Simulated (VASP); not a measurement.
# PbO (P6_3/mmc) in VASP: notebook

Runs on PbO. Level: PBE. Tasks: relaxation of cell and atoms, single point.

Everything below comes from runs of VASP 6.6.1. Logs are shortened: lines on timing, memory, paths and dates and some standing lists are left out, and cuts for length are marked.

## 1. The cell of the first run

Symmetry: P6_3/mmc, No. 194, hexagonal system. Conventional cell: a = 3.048 Å, b = 3.048 Å, c = 4.968 Å, α = 90.00°, β = 90.00°, γ = 120.00°. Pb (site symmetry -3m) has 6 O at 2.15 Å and 2 Pb at 2.48 Å within 2.8 Å. O (site symmetry -6m2) has 6 Pb at 2.15 Å within 2.8 Å.

## 2. Relaxation of cell and atoms, PBE

The input, INCAR:

```
SYSTEM = PbO
PREC = Accurate ; ENCUT = 910
EDIFF = 1E-7 ; ISMEAR = -1
SIGMA = 0.02 ; LREAL = .False.
LASPH = .True. ; NELM = 120
ALGO = Normal ; ISIF = 3
LWAVE = .False. ; LCHARG = .False.
GGA = PE ; IBRION = 2
NSW = 80 ; EDIFFG = -0.005
GGA_COMPAT = .False. ; NELMIN = 4
```

The input, KPOINTS:

```
regular mesh
0
Gamma
  12 12 6
  0 0 0
```

The input, POSCAR:

```
PbO
1.0
    3.0477248700      0.0000000000      0.0000000000
   -1.5238624350      2.6394071612      0.0000000000
    0.0000000000      0.0000000000      4.9677915381
Pb O
2 2
Direct
    0.0000000000      0.0000000000      0.0000000000
    0.0000000000      0.0000000000      0.5000000000
    0.3333333333      0.6666666667      0.2500000000
    0.6666666667      0.3333333333      0.7500000000
```

Potentials or basis: VASP PAW PBE potentials, release 64 (Pb_d, O_h).

Command:

```bash
$ cat potpaw_PBE.64/Pb_d/POTCAR potpaw_PBE.64/O_h/POTCAR > POTCAR
$ mpirun -np 1 vasp_std > vasp.out
```

OUTCAR:

```text
SYSTEM = PbO
   PREC = Accurate
   ENCUT = 910
   EDIFF = 1E-7
   ISMEAR = -1
   LREAL = .False.
   LASPH = .True.
   NELM = 120
   ISIF = 3
   GGA = PE
   IBRION = 2
   NSW = 80
   EDIFFG = -0.005
   NELMIN = 4

 ion  position               nearest neighbor table
   1  0.000  0.000  0.000-   3 2.15   4 2.15   4 2.15   3 2.15   4 2.15   3 2.15   2 2.48   2 2.48
                             2 3.93   2 3.93   2 3.93   2 3.93   2 3.93   2 3.93   2 3.93   2 3.93
   2  0.000  0.000  0.500-   3 2.15   4 2.15   4 2.15   3 2.15   4 2.15   3 2.15   1 2.48   1 2.48
                             1 3.93   1 3.93   1 3.93   1 3.93   1 3.93   1 3.93   1 3.93   1 3.93
   3  0.333  0.667  0.250-   1 2.15   2 2.15   1 2.15   2 2.15   1 2.15   2 2.15
   4  0.667  0.333  0.750-   1 2.15   2 2.15   1 2.15   2 2.15   1 2.15   2 2.15

  LATTYP: Found a hexagonal cell.
 ALAT       =     3.0477248700
 C/A-ratio  =     1.6300000000

  Lattice vectors:

 A1 = (   3.0477248700,   0.0000000000,   0.0000000000)
 A2 = (  -1.5238624350,   2.6394071612,   0.0000000000)
 A3 = (   0.0000000000,   0.0000000000,   4.9677915381)

Analysis of symmetry for initial positions (statically):
=====================================================================
 Subroutine PRICEL returns:
 Original cell was already a primitive cell.

 Routine SETGRP: Setting up the symmetry group for a
 hexagonal supercell.

 Subroutine GETGRP returns: Found 24 space group operations
 (whereof 12 operations were pure point group operations)
 out of a pool of 24 trial point group operations.

The static configuration has the point symmetry D_3d.
 The point group associated with its full space group is D_6h.

Analysis of symmetry for dynamics (positions and initial velocities):
=====================================================================
 Subroutine PRICEL returns:
 Original cell was already a primitive cell.

 Routine SETGRP: Setting up the symmetry group for a
 hexagonal supercell.

 Subroutine GETGRP returns: Found 24 space group operations
 (whereof 12 operations were pure point group operations)
 out of a pool of 24 trial point group operations.

The dynamic configuration has the point symmetry D_3d.
 The point group associated with its full space group is D_6h.

 Subroutine INISYM returns: Found 24 space group operations
 (whereof 12 operations are pure point group operations),
 and found     1 'primitive' translations

----------------------------------------------------------------------------------------

                                     Primitive cell

  volume of cell :      39.9618

  direct lattice vectors                    reciprocal lattice vectors
     3.047724870  0.000000000  0.000000000     0.328113607  0.189436479  0.000000000
    -1.523862435  2.639407161  0.000000000     0.000000000  0.378872959  0.000000000
     0.000000000  0.000000000  4.967791538     0.000000000  0.000000000  0.201296691

  length of vectors
     3.047724870  3.047724870  4.967791538     0.378872959  0.378872959  0.201296691

  position of ions in fractional coordinates (direct lattice)
     0.000000000  0.000000000  0.000000000
     0.000000000  0.000000000  0.500000000
     0.333333333  0.666666667  0.250000000
     0.666666667  0.333333333  0.750000000

  ion indices of the primitive-cell ions
   primitive index   ion index
                 1           1
                 2           2
                 3           3
                 4           4

----------------------------------------------------------------------------------------

 KPOINTS: regular mesh

Automatic generation of k-mesh.
 Grid dimensions read from file:
 generate k-points for:   12   12    6

 Generating k-lattice:

  Cartesian coordinates                     Fractional coordinates (reciprocal lattice)
     0.027342801  0.015786373  0.000000000     0.083333333  0.000000000  0.000000000
     0.000000000  0.031572747  0.000000000     0.000000000  0.083333333  0.000000000
     0.000000000  0.000000000  0.033549449     0.000000000  0.000000000  0.166666667

  Length of vectors
     0.031572747  0.031572747  0.033549449

  Shift w.r.t. Gamma in fractional coordinates (k-lattice)
     0.000000000  0.000000000  0.000000000

 Subroutine IBZKPT returns following result:
 ===========================================

 Found     76 irreducible k-points:

 Following reciprocal coordinates:
            Coordinates               Weight
  0.000000  0.000000  0.000000      1.000000
  0.083333 -0.000000  0.000000      6.000000
  0.166667 -0.000000  0.000000      6.000000
  0.250000  0.000000  0.000000      6.000000
  0.333333 -0.000000  0.000000      6.000000
  0.416667  0.000000  0.000000      6.000000
[... 16 lines left out ...]
  0.250000  0.000000  0.166667     12.000000
  0.333333 -0.000000  0.166667     12.000000
 [... further k-points ...]
   k-points           NKPTS =     76   k-points in BZ     NKDIM =     76   number of bands    NBANDS=     24
   number of dos      NEDOS =    301   number of ions     NIONS =      4
   total plane-waves  NPLWV =  45000
   dimension x,y,z NGX =    30 NGY =   30 NGZ =   50
   dimension x,y,z NGXF=    60 NGYF=   60 NGZF=  100
   ions per type =               2   2
   NGX,Y,Z   is equivalent  to a cutoff of  16.36, 16.36, 16.73 a.u.
   NGXF,Y,Z  is equivalent  to a cutoff of  32.73, 32.73, 33.46 a.u.
 SYSTEM =  PbO
   PREC   = accura    normal or accurate (medium, high low for compatibility)
   ISTART =      0    job   : 0-new  1-cont  2-samecut
   ICHARG =      2    charge: 1-file 2-atom 10-const
   ISPIN  =      1    spin polarized calculation?
   LNONCOLLINEAR =      F non collinear calculations
   LSORBIT =      F    spin-orbit coupling
   LASPH  =      T    aspherical Exc in radial PAW
   ENCUT  =  910.0 eV  66.88 Ry    8.18 a.u.   7.50  7.50 12.22*2*pi/ulx,y,z
   NELM   =    120;   NELMIN=  4; NELMDL= -5     # of ELM steps
   EDIFF  = 0.1E-06   stopping-criterion for ELM
   LREAL  =      F    real-space projection
   EDIFFG = -.5E-02   stopping-criterion for IOM
   NSW    =     80    number of steps for IOM
   IBRION =      2    ionic relax: 0-MD 1-quasi-New 2-CG
   NFREE  =      1    steps in history (QN), initial steepest desc. (CG)
   ISIF   =      3    stress and relaxation
   ISYM   =      2    0-nonsym 1-usesym 2-fastsym
   POTIM  = 0.5000    time-step for ionic-motion
   TEBEG  =    0.0;   TEEND  =   0.0 temperature during run
   PSTRESS=    0.0 pullay stress
   NELECT =      40.0000    total number of electrons
   NUPDOWN=      -1.0000    fix difference up-down
   EMIN   =  10.00;   EMAX   =-10.00  energy-range for DOS
   EFERMI =   0.00;   METHOD = LEGACY
   ISMEAR =    -1;   SIGMA  =   0.02  broadening in eV -4-tet -1-fermi 0-gaus
   EFERMI_NEDOS =   21; number of points for ismear=-14 and -15
   IALGO  =     38    algorithm
   IMIX   =      4    mixing-type and parameters
     AMIX     =   0.40;   BMIX     =  1.00
     AMIX_MAG =   1.60;   BMIX_MAG =  1.00
  volume/ion in A,a.u.               =       9.99        67.42
  Fermi-wavevector in a.u.,A,eV,Ry     =   1.637619  3.094652 36.488070  2.681797
  Thomas-Fermi vector in A             =   2.728729
   LORBIT       =      0    0 simple, 1 ext, 2 COOP (PROOUT), +10 PAW based schemes
   GGA     = PE    functional components
   LHFCALC =     F    Hartree Fock is set to
   AEXX    =    0.0000 exact exchange contribution
   IVDW    =     0    specifies the selected vdW correction
   LEPSILON=     F    determine dielectric tensor
   LRPA    =     F    only Hartree local field effects (RPA)
 conjugate gradient relaxation of ions
 non-spin polarized calculation
  energy-cutoff  :      910.00
  volume of cell :       39.96
 maximum number of plane-waves:      2539
 NGX is ok and might be reduce to    30
   NGX = 15   NGY = 15   NGZ = 25

--------------------------------------- Ionic step        1  -------------------------------------------

 number of electron      40.0000007 magnetization

 Free energy of the ion-electron system (eV)
  ---------------------------------------------------
  ext. energy  EPLUGINS =         0.00000000
  ---------------------------------------------------
  free energy    TOTEN  =        -6.73389323 eV

  energy without entropy =       -6.73314021  energy(sigma->0) =       -6.73351672

 E-fermi :  17.7654     XC(G=0): -13.9609

 val. band max:       17.7622486893   @ k =   0.1667   0.0833   0.0000
 cond. band min:      17.7855918406   @ k =   0.2500   0.0000   0.0000
 fundamental gap:      0.0233431513
 Fermi energy:        17.7653987869

 k-point     1 :       0.0000    0.0000    0.0000
  band No.  band energies     occupation
      1      -7.5625      2.00000
      2      -5.0717      2.00000
      3      -3.3652      2.00000
      4      -2.1267      2.00000
      5      -2.1267      2.00000
      6      -1.5505      2.00000
[... 1403 lines left out ...]
  FREE ENERGIE OF THE ION-ELECTRON SYSTEM (eV)
  ---------------------------------------------------
  free  energy   TOTEN  =       -18.4219504586 eV

  energy  without entropy=      -18.4216772775  energy(sigma->0) =      -18.42181387

[... ionic steps 4 to 7 ...]

--------------------------------------- Ionic step        8  -------------------------------------------

 number of electron      39.9999994 magnetization

------------------------ aborting loop because EDIFF is reached ----------------------------------------

  FORCE on cell =-STRESS in cart. coord.  units (eV):
  Direction    XX          YY          ZZ          XY          YZ          ZX
  --------------------------------------------------------------------------------------
  -------------------------------------------------------------------------------------
  Total        0.1877785      0.1877785      1.0421863      0.0000000     -0.0000000      0.0000000
  in kB        4.5303234      4.5303234     25.1436749      0.0000000     -0.0000000      0.0000000
  external PRESSURE =      11.4014406 kB  Pullay stress =       0.0000000 kB
[... 61 lines left out ...]
  energy  without entropy=      -19.3687193627  energy(sigma->0) =      -19.36884081

--------------------------------------- Ionic step       10  -------------------------------------------

 number of electron      39.9999999 magnetization

 Free energy of the ion-electron system (eV)
  ---------------------------------------------------
  ext. energy  EPLUGINS =         0.00000000
  ---------------------------------------------------
  free energy    TOTEN  =       -19.36988760 eV

  energy without entropy =      -19.36965574  energy(sigma->0) =      -19.36977167

 E-fermi :   7.9089     XC(G=0): -10.9596

 val. band max:        7.9051737216   @ k =   0.0833   0.0833   0.0000
 cond. band min:       8.0713204678   @ k =   0.4167   0.0000   0.0000
 fundamental gap:      0.1661467462
 Fermi energy:         7.9088689848

 k-point     1 :       0.0000    0.0000    0.0000
  band No.  band energies     occupation
      1     -10.6643      2.00000
      2      -9.9397      2.00000
      3      -9.3552      2.00000
      4      -8.9987      2.00000
      5      -8.9987      2.00000
      6      -8.9421      2.00000
[... 670 lines left out ...]
  FREE ENERGIE OF THE ION-ELECTRON SYSTEM (eV)
  ---------------------------------------------------
  free  energy   TOTEN  =       -19.3698875974 eV

  energy  without entropy=      -19.3696557371  energy(sigma->0) =      -19.36977167

 reached required accuracy - stopping structural energy minimisation
```

Run time: 10 min. Hardware: 1 thread of Intel Xeon 6975P-C (Granite Rapids), shared host; peak memory 0.32 GiB.

Results:

```
Free energy                           : -19.3699 eV
Relaxed volume                        : 16.69 Å³/atom
Relaxed cell                          : a = 3.522 Å, b = 3.522 Å, c = 6.214 Å, α = 90.00°, β = 90.00°, γ = 120.00°
Space group after relaxing (to 0.1 Å) : P6_3/mmc (No. 194)
Pressure after relaxing               : 0.0 GPa
Band gap on the k mesh                : zero (bands 20 and 21 overlap by 0.29 eV)
```

Final structure:
```cif
data_structure
_symmetry_space_group_name_H-M 'P 1'
_symmetry_Int_Tables_number 1
_cell_length_a 3.5216
_cell_length_b 3.5216
_cell_length_c 6.2143
_cell_angle_alpha 90.000
_cell_angle_beta 90.000
_cell_angle_gamma 120.000
_cell_volume 66.74
loop_
_atom_site_label
_atom_site_type_symbol
_atom_site_fract_x
_atom_site_fract_y
_atom_site_fract_z
_atom_site_occupancy
Pb1 Pb 0.00000 0.00000 0.00000 1
Pb2 Pb 0.00000 0.00000 0.50000 1
O1 O 0.33333 0.66667 0.25000 1
O2 O 0.66667 0.33333 0.75000 1
```

Levels at points of the mesh, in eV from the Fermi level:
```
           k point  band 18  band 19  band 20  band 21  band 22  band 23
(0.00, 0.00, 0.00)    -2.39    -2.39    -0.64     0.47     6.06     6.06
(0.50, 0.00, 0.00)    -2.47    -1.86    -0.70    -0.30     3.13     3.57
(0.00, 0.00, 0.50)    -2.62    -2.19    -2.19     3.57     3.57     6.81
(0.50, 0.00, 0.50)    -3.21    -2.46    -2.46     2.44     2.44     4.74
```

Caveat: the cutoff is under 1.25 times the usual one of these potentials, so pressure, stress and relaxed cells hold a basis-set (Pulay) error; the volume moved by over 15 % at a fixed basis, so the end points are rough; semilocal functionals underestimate gaps, so a narrow gap can read as zero; spin-orbit coupling is left out, which moves the levels of the heavy elements.

## 3. Single point, PBE, non-collinear spin, zero start, spin-orbit coupling

This run uses another cell than the first one, of 17.82 Å³/atom.

The input, INCAR:

```
SYSTEM = PbO
PREC = Accurate ; ENCUT = 520
EDIFF = 1E-6 ; ISMEAR = -1
SIGMA = 0.02 ; LREAL = .FALSE.
LASPH = .TRUE. ; NELM = 150
ALGO = Normal ; ISIF = 2
LWAVE = .FALSE. ; LCHARG = .FALSE.
LNONCOLLINEAR = .TRUE. ; MAGMOM = 0 0 0 0 0 0 0 0 0 0 0 0
LORBIT = 11 ; LSORBIT = .TRUE.
GGA_COMPAT = .FALSE. ; LORBMOM = .TRUE.
GGA = PE ; NBANDS = 54
```

The input, KPOINTS:

```
regular mesh
0
G
  12 12 4
  0 0 0
```

The input, POSCAR:

```
PbO
1.0
    3.5664584732      0.0000000000      0.0000000000
   -1.7832292366      3.0886436394      0.0000000000
    0.0000000000      0.0000000000      6.4701096399
Pb O
2 2
Direct
    0.0000000000      0.0000000000      0.0000000000
    0.0000000000      0.0000000000      0.5000000000
    0.3333333333      0.6666666667      0.2500000000
    0.6666666667      0.3333333333      0.7500000000
```

Potentials or basis: VASP PAW PBE potentials, release 64 (Pb_d, O).

Command:

```bash
$ cat potpaw_PBE.64/Pb_d/POTCAR potpaw_PBE.64/O/POTCAR > POTCAR
$ mpirun -np 1 vasp_ncl > vasp.out
```

It took 10 min on 1 thread of Oxide Virtual Turin-like, shared host; peak memory 0.49 GiB.

Results (log left out):

* Free energy: -21.1037 eV
* Pressure: 2.6 GPa
* Net moment: 0.00 μB per cell
* Valence electrons inside the program's atomic spheres: Pb 11.85; O 4.88

Stress tensor (GPa, compression positive):
```
2.50 0.00 0.00
0.00 2.50 0.00
0.00 0.00 2.66
```

Moments on the atoms (μB; x, y, z):
```
Pb  0.00 0.00 0.00
Pb  0.00 0.00 0.00
O   0.00 0.00 0.00
O   0.00 0.00 0.00
```
